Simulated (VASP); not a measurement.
A run of VASP 6.6.1 is set up as follows.

INCAR

```
PREC = Accurate
ENCUT = 600
EDIFF = 1E-6
ISMEAR = 1
SIGMA = 0.05
LREAL = False
LASPH = True
NELM = 120
ALGO = Normal
ISIF = 2
LWAVE = False
LCHARG = True
GGA = PS
LELF = True
LVHAR = True
NBANDS = 11
GGA_COMPAT = False
```

KPOINTS

```
Automatic mesh
0
Gamma
  6 6 6
```

The input POSCAR:

```
AlN
1.0
    2.5854596279      0.0000000000      0.0000000000
    0.0000000000      2.5854596279      0.0000000000
    0.0000000000      0.0000000000      2.5854596279
Al N
1 1
Direct
    0.0000000000      0.0000000000      0.0000000000
    0.5000000000      0.5000000000      0.5000000000
```

Potentials or basis: VASP PAW PBE potentials, release 64 (Al, N).

The run is started by

```bash
$ cat potpaw_PBE.64/Al/POTCAR potpaw_PBE.64/N/POTCAR > POTCAR
$ mpirun -np 1 vasp_std > vasp.out
```

(1) Estimate the pressure.

(2) Estimate the band gap on the k mesh.

Answers

(1) 0.9 GPa.

(2) zero (bands 4 and 5 overlap by 1.32 eV).

Caveat: the k points lie up to 0.41 Å⁻¹ apart, too coarse for converged energies and pressures of a metal; the PAW data sets were made with another functional, which shifts forces and pressure a little.
